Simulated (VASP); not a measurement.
Runs of VASP 6.6.1 on SiGe. The structure is that of space group P6_3mc (No. 186), or close to it. The cells are those of the table. 

```csv
cell,k mesh,smearing,gap on the mesh (eV),pressure (GPa)
"a = 3.619, b = 3.619, c = 6.022 Å, angles 90.0, 90.0, 120.0°, 4 atoms",12 × 12 × 6,gaussian 0.02 eV,0.22,29.9
"a = 3.904, b = 3.904, c = 6.454 Å, angles 90.0, 90.0, 120.0°, 4 atoms",12 × 12 × 4,gaussian 0.02 eV,0.66,-0.1
"a = 3.787, b = 3.787, c = 6.260 Å, angles 90.0, 90.0, 120.0°, 4 atoms",12 × 12 × 4,gaussian 0.02 eV,0.50,9.4
"a = 4.022, b = 4.022, c = 6.411 Å, angles 90.0, 90.0, 120.0°, 4 atoms",12 × 12 × 4,gaussian 0.02 eV,0.24,(a)
"a = 3.865, b = 3.865, c = 6.389 Å, angles 90.0, 90.0, 120.0°, 4 atoms",12 × 12 × 4,gaussian 0.02 eV,0.61,(b)
"a = 3.904, b = 3.904, c = 6.454 Å, angles 90.0, 90.0, 120.0°, 4 atoms",12 × 12 × 4,gaussian 0.05 eV,0.66,-0.1
"a = 3.904, b = 3.904, c = 6.454 Å, angles 90.0, 90.0, 120.0°, 4 atoms",12 × 12 × 6,gaussian 0.05 eV,0.66,0.0
"a = 3.731, b = 3.731, c = 6.187 Å, angles 90.0, 90.0, 120.0°, 4 atoms",12 × 12 × 6,gaussian 0.02 eV,0.42,14.9
```

Alike in all rows: task single point; level r2SCAN; potentials or basis VASP PAW PBE potentials, release 64 (Si, Ge_d); no spin polarisation; cutoff (eV) 520.

Q: Estimate the missing entries.

A: (a) -3.9; (b) 2.7.

Caveats: the PAW data sets were made with another functional, which shifts forces and pressure a little.

A k mesh can miss the band edges, and the runs leave out spin-orbit coupling on Ge.
